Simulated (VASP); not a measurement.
# In (P6_3/mmc) in VASP: further runs, part 2 of 2

VASP 6.6.1. Earlier steps stand in the parts before.

## Step 4: Single point, BLYP

This run uses another cell than the first one, of 31.16 Å³/atom.

Input file INCAR:

```
SYSTEM = In
PREC = Accurate
ENCUT = 520
EDIFF = 1E-6
ISMEAR = -1
SIGMA = 0.1
LREAL = .FALSE.
LASPH = .TRUE.
NELM = 100
ALGO = Normal
ISIF = 2
LWAVE = .FALSE.
LCHARG = .TRUE.
GGA = B5
ALDAX = 1.0
AGGAX = 1.0
AGGAC = 1.0
ALDAC = 0.0
LELF = .TRUE.
LVHAR = .TRUE.
NBANDS = 34
```

Input file KPOINTS:

```
regular mesh
0
G
  14 14 4
  0 0 0
```

Input file POSCAR:

```
In
1.0
    3.5394053551      0.0000000000      0.0000000000
   -1.7697026775      3.0652149518      0.0000000000
    0.0000000000      0.0000000000     11.4898213221
In
4
Direct
    0.0000000000      0.0000000000      1.0000000000
    0.0000000000      1.0000000000      0.5000000000
    0.3333333333      0.6666666667      0.2500000000
    0.6666666667      0.3333333333      0.7500000000
```

Potentials or basis: VASP PAW PBE potentials, release 64 (In_d).

Launch:

```sh
$ cat potpaw_PBE.64/In_d/POTCAR > POTCAR
$ mpirun -np 1 vasp_std > vasp.out
```

OUTCAR:

```text
SYSTEM = In
   PREC = Accurate
   ENCUT = 520
   EDIFF = 1E-6
   ISMEAR = -1
   LREAL = .FALSE.
   LASPH = .TRUE.
   NELM = 100
   ISIF = 2
   GGA = B5

 ion  position               nearest neighbor table
   1  0.000  0.000  0.000-   3 3.53   4 3.53   3 3.53   4 3.53   4 3.53   3 3.53
   2  0.000  0.000  0.500-   3 3.53   4 3.53   3 3.53   4 3.53   4 3.53   3 3.53
   3  0.333  0.667  0.250-   1 3.53   2 3.53   1 3.53   2 3.53   1 3.53   2 3.53
   4  0.667  0.333  0.750-   1 3.53   2 3.53   1 3.53   2 3.53   1 3.53   2 3.53

  LATTYP: Found a hexagonal cell.
 ALAT       =     3.5394053551
 C/A-ratio  =     3.2462575403
[... 1088 lines left out ...]
  --------------------------------------------------------------------------------------
  -------------------------------------------------------------------------------------
  Total       -0.0876262     -0.0876262      0.0667374     -0.0000000      0.0000000      0.0000000
  in kB       -1.1262630     -1.1262630      0.8577794     -0.0000000      0.0000000      0.0000000
  external PRESSURE =      -0.4649155 kB  Pullay stress =       0.0000000 kB

 VOLUME and BASIS-vectors are now :
 -----------------------------------------------------------------------------
  energy-cutoff  :      520.00
  volume of cell :      124.65
      direct lattice vectors                 reciprocal lattice vectors
     3.539405355  0.000000000  0.000000000     0.282533335  0.163120697  0.000000000
    -1.769702677  3.065214952  0.000000000     0.000000000  0.326241394  0.000000000
     0.000000000  0.000000000 11.489821322     0.000000000  0.000000000  0.087033555

 POSITION                                       TOTAL-FORCE (eV/Angst)
 -----------------------------------------------------------------------------------
      0.00000      0.00000      0.00000        -0.000000      0.000000      0.000000
      0.00000      0.00000      5.74491        -0.000000      0.000000      0.000000
     -0.00000      2.04348      2.87246         0.000000     -0.000000     -0.000000
      1.76970      1.02174      8.61737        -0.000000      0.000000      0.000000
 -----------------------------------------------------------------------------------
    total drift:                                0.000000     -0.000000      0.000000

  FREE ENERGIE OF THE ION-ELECTRON SYSTEM (eV)
  ---------------------------------------------------
  free  energy   TOTEN  =        -7.4772268875 eV

  energy  without entropy=       -7.4028278460  energy(sigma->0) =       -7.44002737
```

stdout:

```text
POSCAR found type information on POSCAR In
 POSCAR found :  1 types and       4 ions
 scaLAPACK will be used
 -----------------------------------------------------------------------------
|                                                                             |
|                                                                             |
|     You enforced a specific xc type in the INCAR file but a different       |
|     I HOPE YOU KNOW WHAT YOU ARE DOING!                                     |
|                                                                             |
 -----------------------------------------------------------------------------

 LDA part: xc-table for (Slater(with rela. corr.)+VWN5), standard interpolation
 POSCAR, INCAR and KPOINTS ok, starting setup
 FFT: planning ... GRIDC
 FFT: planning ... GRID_SOFT
 FFT: planning ... GRID
 WAVECAR not read
 entering main loop
```

Wall time 8.6 min (1 thread of Intel Xeon 8259CL, shared host); peak memory 0.39 GiB.

What came out:

- Free energy: -7.4772 eV
- Pressure: 0.0 GPa
- Band gap on the k mesh: zero (bands 26 and 27 overlap by 4.01 eV)

Stress tensor (GPa, compression positive):
```
-0.11  0.00  0.00
 0.00 -0.11  0.00
 0.00  0.00  0.09
```

Levels at points of the mesh, in eV from the Fermi level:
| k point | band 23 | band 24 | band 25 | band 26 | band 27 | band 28 | band 29 | band 30 |
| --- | --- | --- | --- | --- | --- | --- | --- | --- |
| (0.00, 0.00, 0.00) | -7.24 | -4.31 | -2.54 | 2.75 | 2.76 | 6.94 | 6.94 | 7.67 |
| (0.50, 0.00, 0.00) | -3.70 | -3.08 | -2.35 | -2.10 | -0.07 | 0.24 | 1.43 | 2.25 |
| (0.00, 0.00, 0.50) | -5.76 | -5.76 | -0.49 | -0.49 | 6.41 | 6.41 | 7.16 | 7.16 |
| (0.50, 0.00, 0.50) | -3.59 | -3.59 | -1.45 | -1.45 | -0.99 | -0.99 | 3.03 | 3.03 |

Caveat: the PAW data sets were made with another functional, which shifts forces and pressure a little; spin-orbit coupling is left out, which moves the levels of the heavy elements.

## Step 5: Relaxation of cell and atoms, BLYP

This run uses another cell than the first one, of 26.14 Å³/atom.

Input file INCAR:

```
AGGAC = 1.0 ; AGGAX = 1.0
ALDAC = 0.0 ; ALDAX = 1.0
ALGO = Normal ; EDIFF = 1E-6
EDIFFG = -0.01 ; ENCUT = 600
GGA = B5 ; IBRION = 2
ISIF = 3 ; ISMEAR = -1
LASPH = T ; LCHARG = F
LREAL = F ; LWAVE = F
NELM = 60 ; NSW = 80
PREC = Accurate ; SIGMA = 0.1
```

Input file KPOINTS:

```
k-points
0
Gamma
  11 11 3
```

Input file POSCAR:

```
In
1.0
    3.3313943041      0.0000000000      0.0000000000
   -1.6656971520      2.8850720974      0.0000000000
    0.0000000000      0.0000000000     10.8803337972
In
4
Direct
    0.0000000000      0.0000000000      0.0000000000
    0.0000000000      0.0000000000      0.5000000000
    0.3333333333      0.6666666667      0.2500000000
    0.6666666667      0.3333333333      0.7500000000
```

Launch:

```sh
$ cat potpaw_PBE.64/In_d/POTCAR > POTCAR
$ mpirun -np 1 vasp_std > vasp.out
```

Wall time 28 min (1 thread of Intel Xeon 8259CL, shared host); peak memory 0.31 GiB.

Results (log left out):

```
Free energy                           : -7.4877 eV
Relaxed volume                        : 31.09 Å³/atom
Relaxed cell                          : a = 3.535 Å, b = 3.535 Å, c = 11.491 Å, α = 90.00°, β = 90.00°, γ = 120.00°
Space group after relaxing (to 0.1 Å) : P6_3/mmc (No. 194)
Energy gained by relaxing             : 81.1 meV/atom
Ionic steps                           : 11
Pressure after relaxing               : 0.0 GPa
Band gap on the k mesh                : zero (bands 26 and 27 overlap by 3.97 eV)
```

Step by step:
| step | energy change (eV) | largest force (eV/Å) | pressure (GPa) | volume (Å³) |
| --- | --- | --- | --- | --- |
| 1 | 0.0000 | 0.0000 | 6.23 | 104.57 |
| 2 | -0.3157 | 0.0000 | 0.73 | 120.72 |
| 3 | -0.3240 | 0.0000 | -0.05 | 124.87 |
| 4 | -0.3241 | 0.0000 | 0.00 | 124.44 |
| 5 | -0.3240 | 0.0000 | 0.08 | 124.02 |
| 6 | -0.3241 | 0.0000 | 0.07 | 124.02 |
| 7 | -0.3241 | 0.0000 | 0.06 | 124.02 |
| 8 | -0.3241 | 0.0000 | 0.07 | 124.02 |
| 9 | -0.3242 | 0.0000 | 0.04 | 124.18 |
| 10 | -0.3242 | 0.0000 | 0.04 | 124.24 |
| 11 | -0.3242 | 0.0000 | 0.01 | 124.36 |

Final structure:
```cif
data_structure
_symmetry_space_group_name_H-M 'P 1'
_symmetry_Int_Tables_number 1
_cell_length_a 3.5350
_cell_length_b 3.5350
_cell_length_c 11.4913
_cell_angle_alpha 90.000
_cell_angle_beta 90.000
_cell_angle_gamma 120.000
_cell_volume 124.36
loop_
_atom_site_label
_atom_site_type_symbol
_atom_site_fract_x
_atom_site_fract_y
_atom_site_fract_z
_atom_site_occupancy
In1 In 0.00000 0.00000 0.00000 1
In2 In 0.00000 0.00000 0.50000 1
In3 In 0.33333 0.66667 0.25000 1
In4 In 0.66667 0.33333 0.75000 1
```

Levels at points of the mesh, in eV from the Fermi level:
| k point | band 21 | band 22 | band 23 | band 24 | band 25 | band 26 | band 27 | band 28 | band 29 | band 30 |
| --- | --- | --- | --- | --- | --- | --- | --- | --- | --- | --- |
| (0.00, 0.00, 0.00) | -8.44 | -7.25 | -7.24 | -4.30 | -2.54 | 2.75 | 2.76 | 6.99 | 6.99 | 7.72 |

Caveat: the volume moved by over 15 % at a fixed basis, so the end points are rough; the PAW data sets were made with another functional, which shifts forces and pressure a little; spin-orbit coupling is left out, which moves the levels of the heavy elements.

## Step 6: Overview

```csv
task,cell,k mesh,cutoff (eV),gap on the mesh (eV),pressure (GPa)
single point,"a = 3.631, b = 3.631, c = 11.788 Å, angles 90.0, 90.0, 120.0°, 4 atoms",12 × 12 × 3,520,none,-1.4
single point,"a = 3.676, b = 3.676, c = 11.932 Å, angles 90.0, 90.0, 120.0°, 4 atoms",12 × 12 × 3,520,none,-1.9
single point,"a = 3.539, b = 3.539, c = 11.490 Å, angles 90.0, 90.0, 120.0°, 4 atoms",14 × 14 × 4,520,none,0.0
relaxation of cell and atoms,"relaxed from a = 3.331, b = 3.331, c = 10.880 Å, angles 90.0, 90.0, 120.0°, 4 atoms",11 × 11 × 3,600,none,0.0
```

Alike in all rows: level BLYP; potentials or basis VASP PAW PBE potentials, release 64 (In_d); no spin polarisation; smearing fermi-dirac 0.1 eV.

Caveats: the PAW data sets were made with another functional, which shifts forces and pressure a little; spin-orbit coupling is left out, which moves the levels of the heavy elements; the volume moved by over 15 % at a fixed basis, so the end points are rough (at least some runs).

Total energies depend on the potentials used, so only differences within one code and one set of settings carry meaning.
